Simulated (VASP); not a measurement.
## Nb4N: single point with PBE

System: Nb4N, a slab with vacuum.

```xyz
5
Lattice="3.3111 0.0000 0.0000 0.0000 3.3111 0.0000 0.0000 0.0000 21.7993" Properties=species:S:1:pos:R:3 pbc="T T T"
Nb    1.6556    1.6556    4.0000
Nb    0.0000    0.0000    5.6556
Nb    1.6556    1.6556    7.2742
Nb    0.0000    0.0000    8.7993
N     0.0000    0.0000   12.2093
```

```
Program                : VASP 6.6.1
Task                   : single point
Functional             : PBE
Potentials or basis    : VASP PAW PBE potentials, release 64 (Nb_sv, N)
Cutoff                 : 520 eV
k mesh                 : 8 × 8 × 1
Occupations            : gaussian, width 0.1 eV
Spin                   : collinear spin, ferromagnetic start
Starting moments       : [0.0, 0.0, 0.0, 0.0, 3.0] μB
Dipole correction      : yes
Further INCAR settings : ALGO = Normal; EDIFF = 1e-06; NBANDS = 40
```

* Largest force: 0.738 eV/Å
* Net moment: 2.03 μB per cell
* Site moments: Nb -0.29, +0.03, +0.04, -0.28; N +1.83 μB
* Valence electrons inside the program's atomic spheres: Nb 10.58, 10.69, 10.75, 10.62; N 3.28

Forces in eV/Å, atoms in the order of the input:
```
Nb   0.000  0.000  0.703
Nb   0.000  0.000 -0.738
Nb   0.000  0.000  0.031
Nb   0.000  0.000  0.519
N    0.000  0.000 -0.515
```

Levels at points of the mesh, in eV from the Fermi level:
Spin up:
```
           k point  band 26  band 27  band 28  band 29  band 30  band 31  band 32  band 33  band 34  band 35
(0.00, 0.00, 0.00)    -2.04    -0.16     0.16     0.16     0.18     0.24     0.45     0.45     1.39     1.49
(0.50, 0.00, 0.00)    -1.46    -1.13    -1.10     0.08     0.14     0.19     0.35     1.10     1.39     2.34
(0.50, 0.50, 0.00)    -1.65    -1.44    -1.44    -0.32    -0.32     2.06     2.06     2.25     2.46     3.12
```
Spin down:
```
           k point  band 23  band 24  band 25  band 26  band 27  band 28  band 29  band 30  band 31  band 32
(0.00, 0.00, 0.00)    -2.43    -0.36    -0.26    -0.03     0.11     0.11     0.17     0.28     0.28     1.18
(0.50, 0.00, 0.00)    -1.53    -1.30    -1.27    -0.17    -0.11    -0.09    -0.07     0.61     0.61     1.22
(0.50, 0.50, 0.00)    -1.83    -1.57    -1.57    -0.48    -0.48     0.84     0.84     1.04     1.90     1.90
```

It took 27 min on 1 thread of Oxide Virtual Turin-like Processor, on a shared host, peak memory 0.53 GiB.
